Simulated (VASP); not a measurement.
# Al3GaN4 (P-42m) in VASP: a series of runs, part 2 of 2

VASP 6.6.1. Earlier steps stand in the parts before.

**4. Single point, PBEsol (strain +0.040 along x and y, +0.000 along z)**

Contents of INCAR:

```
SYSTEM = Al3GaN4
ALGO = Normal ; EDIFF = 1E-6
ENCUT = 520 ; GGA = PS
ISIF = 2 ; ISMEAR = 0
LASPH = .True. ; LCHARG = .False.
LREAL = .False. ; LWAVE = .False.
NBANDS = 31 ; NELM = 80
PREC = Accurate ; SIGMA = 0.05
```

Contents of KPOINTS:

```
k-points
0
Gamma
  6 6 6
  0 0 0
```

Contents of POSCAR:

```
Al3GaN4
1.0
    4.5832746340      0.0000000000      0.0000000000
    0.0000000000      4.5832746340      0.0000000000
    0.0000000000      0.0000000000      4.4069948404
Al Ga N
3 1 4
Direct
    0.5000000000      0.5000000000      0.0000000000
    0.5000000000      0.0000000000      0.5000000000
    0.0000000000      0.5000000000      0.5000000000
    0.0000000000      0.0000000000      0.0000000000
    0.7447077174      0.7447077174      0.2552922826
    0.7447077174      0.2552922826      0.7447077174
    0.2552922826      0.7447077174      0.7447077174
    0.2552922826      0.2552922826      0.2552922826
```

Potentials or basis: VASP PAW PBE potentials, release 64 (Al, Ga_d, N).

Started as:

```console
$ cat potpaw_PBE.64/Al/POTCAR potpaw_PBE.64/Ga_d/POTCAR potpaw_PBE.64/N/POTCAR > POTCAR
$ mpirun -np 1 vasp_std > vasp.out
```

OUTCAR:

```text
SYSTEM = Al3GaN4
   EDIFF = 1E-6
   ENCUT = 520
   GGA = PS
   ISIF = 2
   ISMEAR = 0
   LASPH = .True.
   LREAL = .False.
   NELM = 80
   PREC = Accurate

 ion  position               nearest neighbor table
   1  0.500  0.500  0.000-   5 1.94   6 1.94   7 1.94   8 1.94   2 3.18   3 3.18   2 3.18   3 3.18
                             2 3.18   2 3.18   3 3.18   3 3.18
   2  0.500  0.000  0.500-   5 1.95   6 1.95   7 1.95   8 1.95   1 3.18   1 3.18   1 3.18   1 3.18
                             3 3.24   3 3.24   3 3.24   3 3.24
   3  0.000  0.500  0.500-   5 1.95   6 1.95   7 1.95   8 1.95   1 3.18   1 3.18   1 3.18   1 3.18
                             2 3.24   2 3.24   2 3.24   2 3.24
   4  0.000  0.000  0.000-   5 2.00   6 2.00   7 2.00   8 2.00
   5  0.745  0.745  0.255-   1 1.94   2 1.95   3 1.95   4 2.00
   6  0.745  0.255  0.745-   1 1.94   2 1.95   3 1.95   4 2.00
   7  0.255  0.745  0.745-   1 1.94   2 1.95   3 1.95   4 2.00
   8  0.255  0.255  0.255-   1 1.94   2 1.95   3 1.95   4 2.00

  LATTYP: Found a simple tetragonal cell.
 ALAT       =     4.5832746340
 C/A-ratio  =     0.9615384615

  Lattice vectors:

 A1 = (   4.5832746340,   0.0000000000,   0.0000000000)
 A2 = (   0.0000000000,   4.5832746340,   0.0000000000)
[... 192 lines left out ...]
 cond. band min:       7.6979748279   @ k =   0.0000   0.0000   0.0000
 fundamental gap:      2.7063688858
 Fermi energy:         5.2259491396

 k-point     1 :       0.0000    0.0000    0.0000
  band No.  band energies     occupation
      1      -9.7797      2.00000
      2      -8.4048      2.00000
      3      -8.4048      2.00000
      4      -8.3888      2.00000
      5      -7.8144      2.00000
      6      -7.7979      2.00000
[... 805 lines left out ...]
     30      14.5492      0.00000
     31      14.9164      0.00000

 [... further k-points ...]
[... 5 lines left out ...]
  --------------------------------------------------------------------------------------
  -------------------------------------------------------------------------------------
  Total       -8.6665713     -8.6665713     -5.9163965      0.0000000      0.0000000      0.0000000
  in kB     -149.9904450   -149.9904450   -102.3937730      0.0000000      0.0000000      0.0000000
  external PRESSURE =    -134.1248877 kB  Pullay stress =       0.0000000 kB

 VOLUME and BASIS-vectors are now :
 -----------------------------------------------------------------------------
  energy-cutoff  :      520.00
  volume of cell :       92.58
      direct lattice vectors                 reciprocal lattice vectors
     4.583274634  0.000000000  0.000000000     0.218184612  0.000000000  0.000000000
     0.000000000  4.583274634  0.000000000     0.000000000  0.218184612  0.000000000
     0.000000000  0.000000000  4.406994840     0.000000000  0.000000000  0.226911997

 POSITION                                       TOTAL-FORCE (eV/Angst)
 -----------------------------------------------------------------------------------
      2.29164      2.29164      0.00000         0.000000     -0.000000      0.000000
      2.29164      0.00000      2.20350        -0.000000      0.000000      0.000000
      0.00000      2.29164      2.20350         0.000000      0.000000      0.000000
      0.00000      0.00000      0.00000         0.000000      0.000000      0.000000
      3.41320      3.41320      1.12507         0.016163      0.016163      0.027402
      3.41320      1.17007      3.28192         0.016163     -0.016163     -0.027402
      1.17007      3.41320      3.28192        -0.016163      0.016163     -0.027402
      1.17007      1.17007      1.12507        -0.016163     -0.016163      0.027402
 -----------------------------------------------------------------------------------
    total drift:                                0.000000      0.000000      0.000000

  FREE ENERGIE OF THE ION-ELECTRON SYSTEM (eV)
  ---------------------------------------------------
  free  energy   TOTEN  =       -59.6071247201 eV

  energy  without entropy=      -59.6071247201  energy(sigma->0) =      -59.60712472
```

Wall time 3.2 min (1 thread of AMD EPYC 7R13, shared host); peak memory 0.23 GiB.

Results:

| Quantity | Value |
| --- | --- |
| Free energy | -59.6071 eV |
| Pressure | -13.4 GPa |
| Largest force | 0.036 eV/Å |
| Band gap on the k mesh | 2.71 eV, direct |

Forces in eV/Å, atoms in the order of the input:
```
Al   0.000  0.000  0.000
Al   0.000  0.000  0.000
Al   0.000  0.000  0.000
Ga   0.000  0.000  0.000
N    0.016  0.016  0.027
N    0.016 -0.016 -0.027
N   -0.016  0.016 -0.027
N   -0.016 -0.016  0.027
```

Stress tensor (GPa, compression positive):
```
-15.00   0.00   0.00
  0.00 -15.00   0.00
  0.00   0.00 -10.24
```

Caveat: the cell differs from its parent crystal (strain +0.040 along x and y, +0.000 along z); the PAW data sets were made with another functional, which shifts forces and pressure a little.

**5. Summary**

```tsv
cell	gap on the mesh (eV)	pressure (GPa)	largest force (eV/Å)
a = 4.407, b = 4.407, c = 4.231 Å, 8 atoms	3.11	8.6	0.05
a = 4.407, b = 4.407, c = 4.583 Å, 8 atoms	3.04	-7.3	0.04
a = 4.583, b = 4.583, c = 4.407 Å, 8 atoms	2.71	-13.4	0.04
```

Alike in all rows: task single point; level PBEsol; potentials or basis VASP PAW PBE potentials, release 64 (Al, Ga_d, N); no spin polarisation; k mesh 6 × 6 × 6; cutoff (eV) 520; smearing gaussian 0.05 eV.

Caveats: the PAW data sets were made with another functional, which shifts forces and pressure a little.

Absolute energies hang on the potentials; compare differences alone.
